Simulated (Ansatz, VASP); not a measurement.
# One calculation of Rb, two programs

INCAR

```
PREC = Accurate
ENCUT = 520
EDIFF = 1E-6
ISMEAR = -1
SIGMA = 0.1
LREAL = False
LASPH = True
NELM = 80
ALGO = Normal
ISIF = 2
LWAVE = False
LCHARG = False
GGA = PE
NBANDS = 10
```

The input KPOINTS:

```
regular mesh
0
Gamma
  13 13 13
```

File POSCAR:

```
Rb
1.0
   -2.8732237473      2.8732237473      2.8732237473
    2.8732237473     -2.8732237473      2.8732237473
    2.8732237473      2.8732237473     -2.8732237473
Rb
1
Direct
    0.0000000000      0.0000000000      0.0000000000
```

Input for Ansatz:

```yaml
crystal:
  lattice:
    - [-2.8732237473, 2.8732237473, 2.8732237473]
    - [2.8732237473, -2.8732237473, 2.8732237473]
    - [2.8732237473, 2.8732237473, -2.8732237473]
  atoms:
    - { symbol: Rb, position: [0.0, 0.0, 0.0] }
hamiltonian:
  xc: pbe
  pseudopotentials:
    kind: paw
    azcp:
      Rb: "pseudopotentials/Rb.paw.azcp"
basis:
  ecutwfc: 420
  fft_grid_basis: typed
kpoints:
  mp_grid: { grid: [13, 13, 13], shift: [0, 0, 0] }
magnetization:
  spin_polarized: false
scf:
  occupations: { method: fermi_dirac, width: 0.1 }
output:
  stress: true
```

Alike in both runs: task single point; functional PBE; k mesh 13 × 13 × 13; occupations fermi-dirac, width 0.1 eV; no spin polarisation.

```csv
,VASP,Ansatz
version,VASP 6.6.1,Ansatz 0.2.0
potentials or method,"VASP PAW PBE potentials, release 64 (Rb_sv), cutoff 520 eV","plane waves (420 eV) with PAW, scalar-relativistic"
valence electrons in the cell,9,9
```

```csv
,VASP,Ansatz,Ansatz less VASP
pressure (GPa),-0.1,-0.1,0.00
```
